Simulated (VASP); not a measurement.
# Ba16O (a cell with a defect) in VASP: a series of runs

Ba16O (a cell with a defect) is run at these levels: PBE; tasks: single point.

Everything below comes from runs of VASP 6.6.1. Logs are shortened: lines on timing, memory, paths and dates and some standing lists are left out, and cuts for length are marked.

### Step 1. The cell of the first run

The cell holds a defect, 17 atoms: a = 10.040 Å, b = 10.040 Å, c = 10.040 Å, α = 90.00°, β = 90.00°, γ = 90.00°.

### Step 2. Single point, PBE

The input, INCAR:

```
SYSTEM = Ba16O
PREC = Accurate ; ENCUT = 520
EDIFF = 1E-6 ; ISMEAR = 0
SIGMA = 0.1 ; LREAL = Auto
LASPH = .True. ; NELM = 60
ALGO = Normal ; ISIF = 2
LWAVE = .False. ; LCHARG = .False.
GGA = PE ; NBANDS = 97
```

The input, KPOINTS:

```
regular mesh
0
Gamma
  2 2 2
  0 0 0
```

The input, POSCAR:

```
Ba16O
1.0
   10.0400000000      0.0000000000      0.0000000000
    0.0000000000     10.0400000000      0.0000000000
    0.0000000000      0.0000000000     10.0400000000
Ba O
16 1
Direct
   -0.0002831283      0.0037817125     -0.0052027420
    0.4997190774      0.0029438449     -0.0312077947
   -0.0002768306      0.4912385941      0.0073237814
   -0.0002832229      0.0037856515      0.5046224933
    0.2546527622      0.2458641733      0.2497082405
    0.4997098913      0.5150831582      0.0112496834
    0.4997178726      0.0029582938      0.5306149513
    0.7447773957      0.2458659880      0.2497086556
   -0.0002764789      0.4912330965      0.4920966789
    0.2420604285      0.7583414627      0.2497162668
    0.2806443512      0.2465997274      0.7497148328
    0.4997095055      0.5150736252      0.4881698133
    0.7573706979      0.7583386015      0.2497161260
    0.7187735581      0.2466053336      0.7497149326
    0.2381436378      0.7345767336      0.7497011614
    0.7613025452      0.7345679784      0.7497012213
    0.4997157372      0.1247242648      0.7497135181
```

Potentials or basis: VASP PAW PBE potentials, release 64 (Ba_sv, O).

On the command line:

```
$ cat potpaw_PBE.64/Ba_sv/POTCAR potpaw_PBE.64/O/POTCAR > POTCAR
$ mpirun -np 1 vasp_std > vasp.out
```

OUTCAR:

```text
SYSTEM = Ba16O
   PREC = Accurate
   ENCUT = 520
   EDIFF = 1E-6
   ISMEAR = 0
   LREAL = Auto
   LASPH = .True.
   NELM = 60
   ISIF = 2
   GGA = PE

 ion  position               nearest neighbor table
   1  1.000  0.004  0.995-  10 4.31  13 4.31   5 4.36   8 4.36  16 4.37  15 4.37  11 4.47  14 4.47

   2  0.500  0.003  0.969-  17 2.52  14 3.96  11 3.96  15 4.36  16 4.36   7 4.40   8 4.47   5 4.47
                            13 4.55  10 4.55
   3  1.000  0.491  0.007-  16 4.29  15 4.29   5 4.31   8 4.31  10 4.36  13 4.36  11 4.55  14 4.55

   4  1.000  0.004  0.505-  10 4.31  13 4.31   5 4.36   8 4.36  16 4.37  15 4.37  11 4.47  14 4.47

   5  0.255  0.246  0.250-   9 4.31   3 4.31   4 4.36   1 4.36  12 4.37   6 4.37   7 4.47   2 4.47

   6  0.500  0.515  0.011-  10 4.29  13 4.29  15 4.32  16 4.32  14 4.36  11 4.36   5 4.37   8 4.37

   7  0.500  0.003  0.531-  17 2.52  14 3.96  11 3.96  15 4.36  16 4.36   2 4.40   8 4.47   5 4.47
                            13 4.55  10 4.55
   8  0.745  0.246  0.250-   9 4.31   3 4.31   4 4.36   1 4.36  12 4.37   6 4.37   7 4.47   2 4.47

   9  1.000  0.491  0.492-  16 4.29  15 4.29   5 4.31   8 4.31  10 4.36  13 4.36  11 4.55  14 4.55

  10  0.242  0.758  0.250-  12 4.29   6 4.29   4 4.31   1 4.31   9 4.36   3 4.36   7 4.55   2 4.55

  11  0.281  0.247  0.750-  17 2.52   2 3.96   7 3.96   6 4.36  12 4.36  14 4.40   1 4.47   4 4.47
                             3 4.55   9 4.55
  12  0.500  0.515  0.488-  10 4.29  13 4.29  15 4.32  16 4.32  14 4.36  11 4.36   5 4.37   8 4.37

  13  0.757  0.758  0.250-  12 4.29   6 4.29   4 4.31   1 4.31   9 4.36   3 4.36   7 4.55   2 4.55

  14  0.719  0.247  0.750-  17 2.52   2 3.96   7 3.96   6 4.36  12 4.36  11 4.40   1 4.47   4 4.47
                             3 4.55   9 4.55
  15  0.238  0.735  0.750-   9 4.29   3 4.29  12 4.32   6 4.32   2 4.36   7 4.36   4 4.37   1 4.37

  16  0.761  0.735  0.750-   9 4.29   3 4.29  12 4.32   6 4.32   2 4.36   7 4.36   4 4.37   1 4.37

  17  0.500  0.125  0.750-   2 2.52   7 2.52  14 2.52  11 2.52

  LATTYP: Found a simple cubic cell.
 ALAT       =    10.0400000000

  Lattice vectors:

 A1 = (  10.0400000000,   0.0000000000,   0.0000000000)
 A2 = (   0.0000000000,  10.0400000000,   0.0000000000)
 A3 = (   0.0000000000,   0.0000000000,  10.0400000000)

Analysis of symmetry for initial positions (statically):
=====================================================================
 Subroutine PRICEL returns:
 Original cell was already a primitive cell.

 Routine SETGRP: Setting up the symmetry group for a
 simple cubic supercell.

 Subroutine GETGRP returns: Found  1 space group operations
 (whereof  1 operations were pure point group operations)
 out of a pool of 48 trial point group operations.

The static configuration has the point symmetry C_1 .

Analysis of symmetry for dynamics (positions and initial velocities):
=====================================================================
 Subroutine PRICEL returns:
 Original cell was already a primitive cell.

 Routine SETGRP: Setting up the symmetry group for a
 simple cubic supercell.

 Subroutine GETGRP returns: Found  1 space group operations
 (whereof  1 operations were pure point group operations)
 out of a pool of 48 trial point group operations.

The dynamic configuration has the point symmetry C_1 .

 Subroutine INISYM returns: Found  1 space group operations
 (whereof  1 operations are pure point group operations),
 and found     1 'primitive' translations

----------------------------------------------------------------------------------------

                                     Primitive cell

  volume of cell :    1012.0481

  direct lattice vectors                    reciprocal lattice vectors
    10.040000000  0.000000000  0.000000000     0.099601594  0.000000000  0.000000000
     0.000000000 10.040000000  0.000000000     0.000000000  0.099601594  0.000000000
     0.000000000  0.000000000 10.040000000     0.000000000  0.000000000  0.099601594

  length of vectors
    10.040000000 10.040000000 10.040000000     0.099601594  0.099601594  0.099601594

  position of ions in fractional coordinates (direct lattice)
     0.999716872  0.003781713  0.994797258
     0.499719077  0.002943845  0.968792205
     0.999723169  0.491238594  0.007323781
     0.999716777  0.003785652  0.504622493
     0.254652762  0.245864173  0.249708240
     0.499709891  0.515083158  0.011249683
[... 9 lines left out ...]
     0.761302545  0.734567978  0.749701221
     0.499715737  0.124724265  0.749713518

  ion indices of the primitive-cell ions
   primitive index   ion index
                 1           1
                 2           2
                 3           3
                 4           4
                 5           5
                 6           6
[... 9 lines left out ...]
                16          16
                17          17

----------------------------------------------------------------------------------------

 KPOINTS: regular mesh

Automatic generation of k-mesh.
 Grid dimensions read from file:
 generate k-points for:    2    2    2

 Generating k-lattice:

  Cartesian coordinates                     Fractional coordinates (reciprocal lattice)
     0.049800797  0.000000000  0.000000000     0.500000000  0.000000000  0.000000000
     0.000000000  0.049800797  0.000000000     0.000000000  0.500000000  0.000000000
     0.000000000  0.000000000  0.049800797     0.000000000  0.000000000  0.500000000

  Length of vectors
     0.049800797  0.049800797  0.049800797

  Shift w.r.t. Gamma in fractional coordinates (k-lattice)
     0.000000000  0.000000000  0.000000000

 Subroutine IBZKPT returns following result:
 ===========================================

 Found      8 irreducible k-points:

 Following reciprocal coordinates:
            Coordinates               Weight
  0.000000  0.000000  0.000000      1.000000
  0.500000  0.000000  0.000000      1.000000
  0.000000  0.500000  0.000000      1.000000
  0.000000  0.000000  0.500000      1.000000
  0.500000  0.500000  0.000000      1.000000
  0.000000  0.500000  0.500000      1.000000
  0.500000  0.000000  0.500000      1.000000
  0.500000  0.500000  0.500000      1.000000
   k-points           NKPTS =      8   k-points in BZ     NKDIM =      8   number of bands    NBANDS=     97
   number of dos      NEDOS =    301   number of ions     NIONS =     17
   total plane-waves  NPLWV = 512000
   dimension x,y,z NGX =    80 NGY =   80 NGZ =   80
   dimension x,y,z NGXF=   160 NGYF=  160 NGZF=  160
   ions per type =              16   1
   NGX,Y,Z   is equivalent  to a cutoff of  13.25, 13.25, 13.25 a.u.
   NGXF,Y,Z  is equivalent  to a cutoff of  26.49, 26.49, 26.49 a.u.
 SYSTEM =  Ba16O
   PREC   = accura    normal or accurate (medium, high low for compatibility)
   ISTART =      0    job   : 0-new  1-cont  2-samecut
   ICHARG =      2    charge: 1-file 2-atom 10-const
   ISPIN  =      1    spin polarized calculation?
   LNONCOLLINEAR =      F non collinear calculations
   LSORBIT =      F    spin-orbit coupling
   LASPH  =      T    aspherical Exc in radial PAW
   ENCUT  =  520.0 eV  38.22 Ry    6.18 a.u.  18.67 18.67 18.67*2*pi/ulx,y,z
   NELM   =     60;   NELMIN=  2; NELMDL= -5     # of ELM steps
   EDIFF  = 0.1E-05   stopping-criterion for ELM
   LREAL  =      T    real-space projection
   EDIFFG = 0.1E-04   stopping-criterion for IOM
   NSW    =      0    number of steps for IOM
   IBRION =     -1    ionic relax: 0-MD 1-quasi-New 2-CG
   NFREE  =      0    steps in history (QN), initial steepest desc. (CG)
   ISIF   =      2    stress and relaxation
   ISYM   =      2    0-nonsym 1-usesym 2-fastsym
   POTIM  = 0.5000    time-step for ionic-motion
   TEBEG  =    0.0;   TEEND  =   0.0 temperature during run
   PSTRESS=    0.0 pullay stress
   NELECT =     166.0000    total number of electrons
   NUPDOWN=      -1.0000    fix difference up-down
   EMIN   =  10.00;   EMAX   =-10.00  energy-range for DOS
   EFERMI =   0.00;   METHOD = LEGACY
   ISMEAR =     0;   SIGMA  =   0.10  broadening in eV -4-tet -1-fermi 0-gaus
   EFERMI_NEDOS =   21; number of points for ismear=-14 and -15
   IALGO  =     38    algorithm
   IMIX   =      4    mixing-type and parameters
     AMIX     =   0.40;   BMIX     =  1.00
     AMIX_MAG =   1.60;   BMIX_MAG =  1.00
  volume/ion in A,a.u.               =      59.53       401.74
  Fermi-wavevector in a.u.,A,eV,Ry     =   0.896143  1.693464 10.926453  0.803072
  Thomas-Fermi vector in A             =   2.018564
   LORBIT       =      0    0 simple, 1 ext, 2 COOP (PROOUT), +10 PAW based schemes
   GGA     = PE    functional components
   LHFCALC =     F    Hartree Fock is set to
   AEXX    =    0.0000 exact exchange contribution
   IVDW    =     0    specifies the selected vdW correction
   LEPSILON=     F    determine dielectric tensor
   LRPA    =     F    only Hartree local field effects (RPA)
 non-spin polarized calculation
 Gauss-broadening in eV      SIGMA  =   0.10
  energy-cutoff  :      520.00
  volume of cell :     1012.05
 maximum number of plane-waves:     27278
 NGX is ok and might be reduce to    80
   NGX = 37   NGY = 37   NGZ = 37

 number of electron     165.9999998 magnetization

 Free energy of the ion-electron system (eV)
  ---------------------------------------------------
  ext. energy  EPLUGINS =         0.00000000
  ---------------------------------------------------
  free energy    TOTEN  =       -40.22555955 eV

  energy without entropy =      -40.16995179  energy(sigma->0) =      -40.19775567

 E-fermi :   1.6951     XC(G=0):  -7.4188

 val. band max:        1.6590002124   @ k =   0.0000   0.5000   0.0000
 cond. band min:       1.7312370920   @ k =   0.0000   0.0000   0.5000
 fundamental gap:      0.0722368796
 Fermi energy:         1.6950821286

 k-point     1 :       0.0000    0.0000    0.0000
  band No.  band energies     occupation
      1     -27.2427      2.00000
      2     -27.2154      2.00000
      3     -27.2135      2.00000
      4     -27.2135      2.00000
      5     -27.2127      2.00000
      6     -27.2105      2.00000
[... 773 lines left out ...]
     94       2.2141      0.00000
     95       2.2317      0.00000
 [bands above 95 left out]

------------------------ aborting loop because EDIFF is reached ----------------------------------------

  FORCE on cell =-STRESS in cart. coord.  units (eV):
  Direction    XX          YY          ZZ          XY          YZ          ZX
  --------------------------------------------------------------------------------------
  -------------------------------------------------------------------------------------
  Total        2.0849623      2.7589085      2.0845600     -0.0001700      0.0009356      0.0008033
  in kB        3.3007121      4.3676390      3.3000753     -0.0002691      0.0014812      0.0012718
  external PRESSURE =       3.6561421 kB  Pullay stress =       0.0000000 kB

 VOLUME and BASIS-vectors are now :
 -----------------------------------------------------------------------------
  energy-cutoff  :      520.00
  volume of cell :     1012.05
      direct lattice vectors                 reciprocal lattice vectors
    10.040000000  0.000000000  0.000000000     0.099601594  0.000000000  0.000000000
     0.000000000 10.040000000  0.000000000     0.000000000  0.099601594  0.000000000
     0.000000000  0.000000000 10.040000000     0.000000000  0.000000000  0.099601594

 POSITION                                       TOTAL-FORCE (eV/Angst)
 -----------------------------------------------------------------------------------
     10.03716      0.03797      9.98776         0.000554      0.003150      0.000675
      5.01718      0.02956      9.72667         0.000486     -0.107939      0.195168
     10.03722      4.93204      0.07353         0.000518     -0.001633     -0.002382
     10.03716      0.03801      5.06641         0.000446      0.003605     -0.000984
      2.55671      2.46848      2.50707        -0.000823     -0.003286      0.000610
      5.01709      5.17143      0.11295         0.000054     -0.001114      0.001540
[... 9 lines left out ...]
      7.64348      7.37506      7.52700         0.001634      0.001015      0.000327
      5.01715      1.25223      7.52712        -0.003513     -0.001991     -0.003431
 -----------------------------------------------------------------------------------
    total drift:                                0.000374     -0.002267     -0.001074

  FREE ENERGIE OF THE ION-ELECTRON SYSTEM (eV)
  ---------------------------------------------------
  free  energy   TOTEN  =       -40.2255595453 eV

  energy  without entropy=      -40.1699517942  energy(sigma->0) =      -40.19775567
```

Run time: 17 min. Hardware: 1 thread of Intel Xeon Platinum 8488C (Sapphire Rapids), shared host; peak memory 1.2 GiB.

What came out:

* Free energy: -40.2256 eV
* Pressure: 0.4 GPa
* Largest force: 0.223 eV/Å
* Band gap on the k mesh: zero (bands 83 and 84 overlap by 0.41 eV)

Forces in eV/Å, atoms in the order of the input:
```
Ba   0.001  0.003  0.001
Ba   0.000 -0.108  0.195
Ba   0.001 -0.002 -0.002
Ba   0.000  0.004 -0.001
Ba  -0.001 -0.003  0.001
Ba   0.000 -0.001  0.002
Ba   0.000 -0.108 -0.195
Ba   0.001 -0.003  0.000
Ba   0.000 -0.001  0.002
Ba   0.002  0.002  0.000
Ba  -0.194  0.109  0.001
Ba   0.000 -0.001 -0.001
Ba  -0.002  0.002  0.000
Ba   0.195  0.109  0.001
Ba  -0.001  0.001  0.000
Ba   0.002  0.001  0.000
O   -0.004 -0.002 -0.003
```

Stress tensor (GPa, compression positive):
```
0.33 0.00 0.00
0.00 0.44 0.00
0.00 0.00 0.33
```

Levels at points of the mesh, in eV from the Fermi level:
```tsv
k point	band 80	band 81	band 82	band 83	band 84	band 85	band 86	band 87
(0.00, 0.00, 0.00)	-0.73	-0.65	-0.34	-0.32	0.42	0.45	0.47	0.47
(0.50, 0.00, 0.00)	-0.32	-0.30	-0.28	-0.26	-0.19	-0.04	0.04	0.48
(0.00, 0.50, 0.00)	-0.34	-0.29	-0.25	-0.13	-0.13	-0.04	0.11	0.46
(0.00, 0.00, 0.50)	-0.32	-0.30	-0.28	-0.26	-0.19	-0.04	0.04	0.48
(0.50, 0.50, 0.00)	-0.27	-0.26	-0.24	-0.21	0.09	0.14	0.20	0.24
(0.00, 0.50, 0.50)	-0.27	-0.26	-0.24	-0.21	0.09	0.14	0.20	0.23
(0.50, 0.00, 0.50)	-0.24	-0.24	-0.16	-0.16	-0.09	0.11	0.17	0.20
(0.50, 0.50, 0.50)	0.16	0.22	0.22	0.23	0.23	0.27	0.28	0.28
```

Caveat: spin-orbit coupling is left out, which moves the levels of the heavy elements.

### Step 3. Single point, PBE

The input, INCAR:

```
PREC     = Accurate       # precision mode
ENCUT    = 520            # plane-wave cutoff, eV
EDIFF    = 1E-6           # SCF threshold, eV
ISMEAR   = 0              # smearing method
SIGMA    = 0.1            # smearing width, eV
LREAL    = Auto         
LASPH    = True           # aspherical terms in the spheres
NELM     = 80             # most SCF steps
ALGO     = Normal         # electronic algorithm
ISIF     = 2              # what is computed and relaxed
LWAVE    = False          # write WAVECAR
LCHARG   = False          # write CHGCAR
GGA      = PE             # functional
NBANDS   = 97             # bands
```

The input, KPOINTS:

```
regular mesh
0
Gamma
  2 2 2
```

The input, POSCAR:

```
Ba16O
1.0
   10.0400000000      0.0000000000      0.0000000000
    0.0000000000     10.0400000000      0.0000000000
    0.0000000000      0.0000000000     10.0400000000
Ba O
16 1
Direct
   -0.0001595618     -0.0065754980     -0.0069511952
    0.4998086653     -0.0103332669      0.0143791833
   -0.0001578685      0.5073764940     -0.0071716135
   -0.0002389442      0.0044621514      0.5024212151
    0.2392871514      0.2504264940      0.2357518924
    0.4998048805      0.5110234064      0.0141703187
    0.4998648406      0.0304713147      0.5045697211
    0.7603952191      0.2504241036      0.2356629482
   -0.0002435259      0.4962666335      0.5026014940
    0.2429486056      0.7503490040      0.2573006972
    0.2796299801      0.2503115538      0.7456596614
    0.4998584661      0.4705587649      0.5046566733
    0.7566918327      0.7503501992      0.2572071713
    0.7199140438      0.2503043825      0.7456982072
    0.2538722112      0.7505452191      0.7475290837
    0.7457969124      0.7505393426      0.7476028884
    0.4997517928      0.2505267928      0.6252891434
```

Potentials or basis: VASP PAW PBE potentials, release 64 (Ba_sv, O).

On the command line:

```
$ cat potpaw_PBE.64/Ba_sv/POTCAR potpaw_PBE.64/O/POTCAR > POTCAR
$ mpirun -np 1 vasp_std > vasp.out
```

Wall time 29 min (1 thread of Oxide Virtual Turin-like, shared host); peak memory 1.2 GiB.

The run converged. Its results:

| Item | Value |
| --- | --- |
| Free energy | -40.2266 eV |
| Pressure | 0.4 GPa |
| Largest force | 0.218 eV/Å |
| Band gap on the k mesh | zero (bands 83 and 84 overlap by 0.42 eV) |

Forces on the atoms (eV/Å):
```
Ba   0.001  0.008 -0.012
Ba   0.000 -0.001  0.004
Ba   0.000 -0.007 -0.013
Ba   0.000 -0.003  0.015
Ba  -0.002  0.001 -0.004
Ba   0.000  0.002  0.005
Ba  -0.001 -0.185 -0.116
Ba   0.001  0.001 -0.004
Ba   0.000  0.004  0.014
Ba   0.007  0.000  0.013
Ba  -0.184  0.000  0.114
Ba   0.000  0.182 -0.115
Ba  -0.007 -0.001  0.013
Ba   0.184  0.000  0.114
Ba  -0.003 -0.001 -0.015
Ba   0.002  0.000 -0.015
O    0.001  0.001  0.000
```

Stress tensor (GPa, compression positive):
```
0.32 0.00 0.00
0.00 0.32 0.00
0.00 0.00 0.42
```

Levels at points of the mesh, in eV from the Fermi level:
| k point | band 80 | band 81 | band 82 | band 83 | band 84 | band 85 | band 86 | band 87 |
| --- | --- | --- | --- | --- | --- | --- | --- | --- |
| (0.00, 0.00, 0.00) | -0.73 | -0.66 | -0.34 | -0.32 | 0.43 | 0.45 | 0.47 | 0.47 |
| (0.50, 0.00, 0.00) | -0.32 | -0.30 | -0.29 | -0.26 | -0.19 | -0.03 | 0.04 | 0.49 |
| (0.00, 0.50, 0.00) | -0.32 | -0.30 | -0.29 | -0.26 | -0.19 | -0.04 | 0.04 | 0.48 |
| (0.00, 0.00, 0.50) | -0.35 | -0.30 | -0.26 | -0.14 | -0.14 | -0.04 | 0.11 | 0.47 |
| (0.50, 0.50, 0.00) | -0.25 | -0.24 | -0.17 | -0.17 | -0.09 | 0.11 | 0.17 | 0.20 |
| (0.00, 0.50, 0.50) | -0.28 | -0.26 | -0.24 | -0.21 | 0.10 | 0.13 | 0.20 | 0.23 |
| (0.50, 0.00, 0.50) | -0.28 | -0.26 | -0.24 | -0.21 | 0.10 | 0.13 | 0.20 | 0.23 |
| (0.50, 0.50, 0.50) | 0.16 | 0.22 | 0.22 | 0.22 | 0.23 | 0.26 | 0.28 | 0.28 |

Caveat: spin-orbit coupling is left out, which moves the levels of the heavy elements.

The gap in the log of VASP goes by the Fermi energy; the results here count the filled bands.